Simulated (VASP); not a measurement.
**Hf: single point with PBEsol**

Crystal: Hf.

```xyz
1
Lattice="0.0222 2.2200 2.2200 2.2200 0.0222 2.2200 2.2422 2.2422 0.0000" Properties=species:S:1:pos:R:3 pbc="T T T"
Hf    0.0000    0.0000    0.0000
```

| Item | Value |
| --- | --- |
| Program | VASP 6.6.1 |
| Task | single point |
| Functional | PBEsol |
| Potentials or basis | VASP PAW PBE potentials, release 64 (Hf_pv) |
| Cutoff | 520 eV |
| k mesh | 9 × 9 × 9 |
| Occupations | fermi-dirac, width 0.05 eV |
| Spin | no spin polarisation |
| Dipole correction | no |
| Further INCAR settings | ALGO = Normal; EDIFF = 1e-06; NBANDS = 11 |

```
Pressure               : -1.3 GPa
Band gap on the k mesh : zero (band 5 reaches 5.97 eV, above the bottom of band 6 at 4.15 eV)
```

Stress tensor (GPa, compression positive):
```
-1.32 -1.15  0.00
-1.15 -1.32  0.00
 0.00  0.00 -1.38
```

Levels at points of the mesh, in eV from the Fermi level:
```
           k point  band 1  band 2  band 3  band 4  band 5  band 6  band 7  band 8  band 9  band 10
(0.00, 0.00, 0.00)  -29.94  -29.92  -29.91   -7.33    1.20    1.35    1.52    4.23    4.23    11.41
```

Run time: 42 s on 1 thread of AMD EPYC 7R13, with other jobs on the host, peak memory 0.13 GiB.

Caveat: the PAW data sets were made with another functional, which shifts forces and pressure a little; spin-orbit coupling is left out, which moves the levels of the heavy elements.
